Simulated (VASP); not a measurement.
# Al18O in VASP: single point with PBE

Aim: the single point of Al18O with PBE.

All numbers are computed with VASP 6.6.1; they aren't measurements. Logs are shortened: lines on timing, memory, paths and dates and some standing lists are left out, and cuts for length are marked.

## 1. The cell of the first run

The cell holds a slab with vacuum, 19 atoms: a = 12.150 Å, b = 5.728 Å, c = 14.864 Å, α = 90.00°, β = 90.00°, γ = 90.00°.

## 2. Single point, PBE

Input file INCAR:

```
SYSTEM = Al18O
PREC     = Accurate       ! precision mode
ENCUT    = 520            ! plane-wave cutoff, eV
EDIFF    = 1E-7           ! SCF threshold, eV
ISMEAR   = 0              ! smearing method
SIGMA    = 0.05           ! smearing width, eV
LREAL    = Auto         
LASPH    = .True.         ! aspherical terms in the spheres
NELM     = 100            ! most SCF steps
ALGO     = Normal         ! electronic algorithm
ISIF     = 2              ! what is computed and relaxed
LWAVE    = .False.        ! write WAVECAR
LCHARG   = .True.         ! write CHGCAR
GGA      = PE             ! functional
LELF     = .True.         ! ELF
LVHAR    = .True.       
NBANDS   = 45             ! bands
```

Input file KPOINTS:

```
regular mesh
0
Gamma
  2 4 1
  0 0 0
```

Input file POSCAR:

```
Al18O
1.0
   12.1500000000      0.0000000000      0.0000000000
    0.0000000000      5.7275650000      0.0000000000
    0.0000000000      0.0000000000     14.8637820000
Al O
18 1
Direct
    0.0000000000      0.0000000000      0.0672776283
    0.3333333333      0.0000000000      0.0672776283
    0.6666666667      0.0000000000      0.0672776283
    0.0000000000      0.5000000873      0.0672776283
    0.3333333333      0.5000000873      0.0672776283
    0.6666666667      0.5000000873      0.0672776283
    0.1694033745      0.2456319570      0.1633070237
    0.4999885597      0.2366862707      0.1597559087
    0.8306018930      0.2457875205      0.1631968903
    0.1679072428      0.7483232403      0.1601689261
    0.5000069136      0.7482448475      0.1629991613
    0.8321227984      0.7484505195      0.1600988228
   -0.0001055144     -0.0058293533      0.2581419049
    0.3266572840     -0.0145178623      0.2605398142
    0.6731905350     -0.0144988315      0.2604582064
   -0.0000466667      0.4948156852      0.2583559151
    0.3406437860      0.4894298013      0.2678987757
    0.6591589300      0.4891485300      0.2678144768
    0.4998618930      0.4792097514      0.2533480375
```

Potentials or basis: VASP PAW PBE potentials, release 64 (Al, O).

Command:

```bash
> cat potpaw_PBE.64/Al/POTCAR potpaw_PBE.64/O/POTCAR > POTCAR
> mpirun -np 1 vasp_std > vasp.out
```

OUTCAR:

```text
SYSTEM = Al18O
   PREC = Accurate
   ENCUT = 520
   EDIFF = 1E-7
   ISMEAR = 0
   LREAL = Auto
   LASPH = .True.
   NELM = 100
   ISIF = 2
   GGA = PE

 ion  position               nearest neighbor table
   1  0.000  0.000  0.067-  13 2.84  12 2.85  10 2.85   4 2.86   4 2.86   9 2.87   7 2.87
   2  0.333  0.000  0.067-   8 2.80   7 2.83  10 2.83   5 2.86   5 2.86  11 2.86  14 2.87
   3  0.667  0.000  0.067-   8 2.80   9 2.83  12 2.83   6 2.86   6 2.86  11 2.86  15 2.87
   4  0.000  0.500  0.067-  16 2.84  12 2.84  10 2.84   1 2.86   1 2.86   9 2.90   7 2.90
   5  0.333  0.500  0.067-  10 2.82   7 2.85  11 2.85   2 2.86   2 2.86   8 2.87  17 2.98
   6  0.667  0.500  0.067-  12 2.82   9 2.85  11 2.85   3 2.86   3 2.86   8 2.87  18 2.98
   7  0.169  0.246  0.163-  14 2.82   2 2.83  10 2.85   5 2.85   1 2.87  16 2.88  10 2.88  13 2.88
                             4 2.90  17 2.95
   8  0.500  0.237  0.160-  19 1.97   2 2.80   3 2.80  11 2.80   5 2.87   6 2.87  18 2.90  17 2.90
                            11 2.93  15 2.96  14 2.96
   9  0.831  0.246  0.163-  15 2.82   3 2.83  12 2.85   6 2.85   1 2.87  16 2.88  12 2.88  13 2.88
                             4 2.90  18 2.95
  10  0.168  0.748  0.160-  14 2.79   5 2.82   2 2.83   4 2.84   7 2.85   1 2.85  13 2.88   7 2.88
                            16 2.90  17 3.03
  11  0.500  0.748  0.163-  19 2.04   8 2.80   6 2.85   5 2.85   3 2.86   2 2.86  18 2.89  15 2.89
                            17 2.89  14 2.90   8 2.93
  12  0.832  0.748  0.160-  15 2.79   6 2.82   3 2.83   4 2.84   9 2.85   1 2.85  13 2.87   9 2.88
                            16 2.90  18 3.03
  13  1.000  0.994  0.258-   1 2.84  16 2.86  16 2.87  12 2.87  10 2.88   9 2.88   7 2.88
  14  0.327  0.985  0.261-  10 2.79   7 2.82  17 2.85   2 2.87  17 2.89  11 2.90   8 2.96
  15  0.673  0.986  0.260-  12 2.79   9 2.82  18 2.85   3 2.87  18 2.89  11 2.89   8 2.96
  16  1.000  0.495  0.258-   4 2.84  13 2.86  13 2.87   9 2.88   7 2.88  12 2.90  10 2.90
  17  0.341  0.489  0.268-  19 1.95  14 2.85  14 2.89  11 2.89   8 2.90   7 2.95   5 2.98  10 3.03

  18  0.659  0.489  0.268-  19 1.95  15 2.85  15 2.89  11 2.89   8 2.90   9 2.95   6 2.98  12 3.03

  19  0.500  0.479  0.253-  17 1.95  18 1.95   8 1.97  11 2.04

  LATTYP: Found a simple orthorhombic cell.
 ALAT       =     5.7275650000
 B/A-ratio  =     2.1213203167
 C/A-ratio  =     2.5951310897

  Lattice vectors:

 A1 = (   0.0000000000,  -5.7275650000,   0.0000000000)
 A2 = (  12.1500000000,   0.0000000000,   0.0000000000)
 A3 = (   0.0000000000,   0.0000000000,  14.8637820000)

Analysis of symmetry for initial positions (statically):
=====================================================================
 Subroutine PRICEL returns:
 Original cell was already a primitive cell.

 Routine SETGRP: Setting up the symmetry group for a
 simple orthorhombic supercell.

 Subroutine GETGRP returns: Found  1 space group operations
 (whereof  1 operations were pure point group operations)
 out of a pool of  8 trial point group operations.

The static configuration has the point symmetry C_1 .

Analysis of symmetry for dynamics (positions and initial velocities):
=====================================================================
 Subroutine PRICEL returns:
 Original cell was already a primitive cell.

 Routine SETGRP: Setting up the symmetry group for a
 simple orthorhombic supercell.

 Subroutine GETGRP returns: Found  1 space group operations
 (whereof  1 operations were pure point group operations)
 out of a pool of  8 trial point group operations.

The dynamic configuration has the point symmetry C_1 .

 Subroutine INISYM returns: Found  1 space group operations
 (whereof  1 operations are pure point group operations),
 and found     1 'primitive' translations

----------------------------------------------------------------------------------------

                                     Primitive cell

  volume of cell :    1034.3693

  direct lattice vectors                    reciprocal lattice vectors
    12.150000000  0.000000000  0.000000000     0.082304527  0.000000000  0.000000000
     0.000000000  5.727565000  0.000000000     0.000000000  0.174594265  0.000000000
     0.000000000  0.000000000 14.863782000     0.000000000  0.000000000  0.067277628

  length of vectors
    12.150000000  5.727565000 14.863782000     0.082304527  0.174594265  0.067277628

  position of ions in fractional coordinates (direct lattice)
     0.000000000  0.000000000  0.067277628
     0.333333333  0.000000000  0.067277628
     0.666666667  0.000000000  0.067277628
     0.000000000  0.500000087  0.067277628
     0.333333333  0.500000087  0.067277628
     0.666666667  0.500000087  0.067277628
[... 11 lines left out ...]
     0.659158930  0.489148530  0.267814477
     0.499861893  0.479209751  0.253348037

  ion indices of the primitive-cell ions
   primitive index   ion index
                 1           1
                 2           2
                 3           3
                 4           4
                 5           5
                 6           6
[... 11 lines left out ...]
                18          18
                19          19

----------------------------------------------------------------------------------------

 KPOINTS: regular mesh

Automatic generation of k-mesh.
 Grid dimensions read from file:
 generate k-points for:    2    4    1

 Generating k-lattice:

  Cartesian coordinates                     Fractional coordinates (reciprocal lattice)
     0.041152263  0.000000000  0.000000000     0.500000000  0.000000000  0.000000000
     0.000000000  0.043648566  0.000000000     0.000000000  0.250000000  0.000000000
     0.000000000  0.000000000  0.067277628     0.000000000  0.000000000  1.000000000

  Length of vectors
     0.041152263  0.043648566  0.067277628

  Shift w.r.t. Gamma in fractional coordinates (k-lattice)
     0.000000000  0.000000000  0.000000000

 Subroutine IBZKPT returns following result:
 ===========================================

 Found      6 irreducible k-points:

 Following reciprocal coordinates:
            Coordinates               Weight
  0.000000  0.000000  0.000000      1.000000
  0.500000  0.000000  0.000000      1.000000
  0.000000  0.250000  0.000000      2.000000
  0.500000  0.250000  0.000000      2.000000
  0.000000  0.500000  0.000000      1.000000
  0.500000  0.500000  0.000000      1.000000
   k-points           NKPTS =      6   k-points in BZ     NKDIM =      6   number of bands    NBANDS=     45
   number of dos      NEDOS =    301   number of ions     NIONS =     19
   total plane-waves  NPLWV = 483840
   dimension x,y,z NGX =    90 NGY =   48 NGZ =  112
   dimension x,y,z NGXF=   180 NGYF=   96 NGZF=  224
   ions per type =              18   1
   NGX,Y,Z   is equivalent  to a cutoff of  12.31, 13.93, 12.53 a.u.
   NGXF,Y,Z  is equivalent  to a cutoff of  24.63, 27.86, 25.05 a.u.
 SYSTEM =  Al18O
   PREC   = accura    normal or accurate (medium, high low for compatibility)
   ISTART =      0    job   : 0-new  1-cont  2-samecut
   ICHARG =      2    charge: 1-file 2-atom 10-const
   ISPIN  =      1    spin polarized calculation?
   LNONCOLLINEAR =      F non collinear calculations
   LSORBIT =      F    spin-orbit coupling
   LASPH  =      T    aspherical Exc in radial PAW
   ENCUT  =  520.0 eV  38.22 Ry    6.18 a.u.  22.59 10.65 27.64*2*pi/ulx,y,z
   NELM   =    100;   NELMIN=  2; NELMDL= -5     # of ELM steps
   EDIFF  = 0.1E-06   stopping-criterion for ELM
   LREAL  =      T    real-space projection
   EDIFFG = 0.1E-05   stopping-criterion for IOM
   NSW    =      0    number of steps for IOM
   IBRION =     -1    ionic relax: 0-MD 1-quasi-New 2-CG
   NFREE  =      0    steps in history (QN), initial steepest desc. (CG)
   ISIF   =      2    stress and relaxation
   ISYM   =      2    0-nonsym 1-usesym 2-fastsym
   POTIM  = 0.5000    time-step for ionic-motion
   TEBEG  =    0.0;   TEEND  =   0.0 temperature during run
   PSTRESS=    0.0 pullay stress
   NELECT =      60.0000    total number of electrons
   NUPDOWN=      -1.0000    fix difference up-down
   EMIN   =  10.00;   EMAX   =-10.00  energy-range for DOS
   EFERMI =   0.00;   METHOD = LEGACY
   ISMEAR =     0;   SIGMA  =   0.05  broadening in eV -4-tet -1-fermi 0-gaus
   EFERMI_NEDOS =   21; number of points for ismear=-14 and -15
   IALGO  =     38    algorithm
   IMIX   =      4    mixing-type and parameters
     AMIX     =   0.40;   BMIX     =  1.00
     AMIX_MAG =   1.60;   BMIX_MAG =  1.00
  volume/ion in A,a.u.               =      54.44       367.38
  Fermi-wavevector in a.u.,A,eV,Ry     =   0.633724  1.197564  5.464180  0.401606
  Thomas-Fermi vector in A             =   1.697477
   LORBIT       =      0    0 simple, 1 ext, 2 COOP (PROOUT), +10 PAW based schemes
   GGA     = PE    functional components
   LHFCALC =     F    Hartree Fock is set to
   AEXX    =    0.0000 exact exchange contribution
   IVDW    =     0    specifies the selected vdW correction
   LEPSILON=     F    determine dielectric tensor
   LRPA    =     F    only Hartree local field effects (RPA)
 non-spin polarized calculation
 Gauss-broadening in eV      SIGMA  =   0.05
  energy-cutoff  :      520.00
  volume of cell :     1034.37
 maximum number of plane-waves:     27867
   NGX = 45   NGY = 21   NGZ = 55

 number of electron      59.9999999 magnetization

 Free energy of the ion-electron system (eV)
  ---------------------------------------------------
  ext. energy  EPLUGINS =         0.00000000
  ---------------------------------------------------
  free energy    TOTEN  =       -67.47593967 eV

  energy without entropy =      -67.46116827  energy(sigma->0) =      -67.46855397

 E-fermi :  -0.5327     XC(G=0):  -4.3782

 val. band max:       -0.5503132288   @ k =   0.5000   0.5000   0.0000
 cond. band min:      -0.5309560214   @ k =   0.5000   0.2500   0.0000
 fundamental gap:      0.0193572074
 Fermi energy:        -0.5326580835

 k-point     1 :       0.0000    0.0000    0.0000
  band No.  band energies     occupation
      1     -20.9722      2.00000
      2      -9.9751      2.00000
      3      -9.4397      2.00000
      4      -8.9579      2.00000
      5      -8.0221      2.00000
      6      -7.4710      2.00000
[... 259 lines left out ...]
     41       1.9727      0.00000
     42       2.0455      0.00000
 [bands above 42 left out]

------------------------ aborting loop because EDIFF is reached ----------------------------------------

  FORCE on cell =-STRESS in cart. coord.  units (eV):
  Direction    XX          YY          ZZ          XY          YZ          ZX
  --------------------------------------------------------------------------------------
  -------------------------------------------------------------------------------------
  Total       -5.5180215    -26.6228874     -0.1052193      0.0004770      0.1450566      0.0221374
  in kB       -8.5470912    -41.2372890     -0.1629785      0.0007388      0.2246842      0.0342895
  external PRESSURE =     -16.6491196 kB  Pullay stress =       0.0000000 kB

 VOLUME and BASIS-vectors are now :
 -----------------------------------------------------------------------------
  energy-cutoff  :      520.00
  volume of cell :     1034.37
      direct lattice vectors                 reciprocal lattice vectors
    12.150000000  0.000000000  0.000000000     0.082304527  0.000000000  0.000000000
     0.000000000  5.727565000  0.000000000     0.000000000  0.174594265  0.000000000
     0.000000000  0.000000000 14.863782000     0.000000000  0.000000000  0.067277628

 POSITION                                       TOTAL-FORCE (eV/Angst)
 -----------------------------------------------------------------------------------
      0.00000      0.00000      1.00000         0.001180     -0.017969      0.053527
      4.05000      0.00000      1.00000         0.022053     -0.036643     -0.039414
      8.10000      0.00000      1.00000        -0.023682     -0.035789     -0.042841
      0.00000      2.86378      1.00000         0.001837      0.015727     -0.097215
      4.05000      2.86378      1.00000        -0.043010      0.015262      0.073191
      8.10000      2.86378      1.00000         0.039793      0.014971      0.073080
[... 11 lines left out ...]
      8.00878      2.80163      3.98074         0.003807      0.001054      0.004118
      6.07332      2.74470      3.76571         0.002926      0.035172     -0.008392
 -----------------------------------------------------------------------------------
    total drift:                               -0.000046      0.006999     -0.018536

  FREE ENERGIE OF THE ION-ELECTRON SYSTEM (eV)
  ---------------------------------------------------
  free  energy   TOTEN  =       -67.4759396745 eV

  energy  without entropy=      -67.4611682658  energy(sigma->0) =      -67.46855397
```

Wall time 7.5 min (1 thread of AMD EPYC 9R45 (Zen 5), shared host); peak memory 0.91 GiB.

Results:

| Property | Result |
| --- | --- |
| Free energy | -67.4759 eV |
| Largest force | 0.098 eV/Å |
| Band gap on the k mesh | zero (bands 30 and 31 overlap by 1.14 eV) |

Forces on the atoms (eV/Å):
```
Al   0.001 -0.018  0.054
Al   0.022 -0.037 -0.039
Al  -0.024 -0.036 -0.043
Al   0.002  0.016 -0.097
Al  -0.043  0.015  0.073
Al   0.040  0.015  0.073
Al  -0.005  0.004 -0.004
Al  -0.002 -0.018 -0.006
Al   0.002  0.002 -0.002
Al  -0.006  0.001 -0.002
Al  -0.002 -0.012  0.012
Al   0.002  0.001  0.001
Al   0.003  0.007  0.002
Al  -0.001  0.013 -0.007
Al   0.005  0.010 -0.006
Al   0.001  0.005 -0.004
Al   0.000 -0.005  0.002
Al   0.004  0.001  0.004
O    0.003  0.035 -0.008
```

Caveat: there is no dipole correction, which matters where the two faces differ.
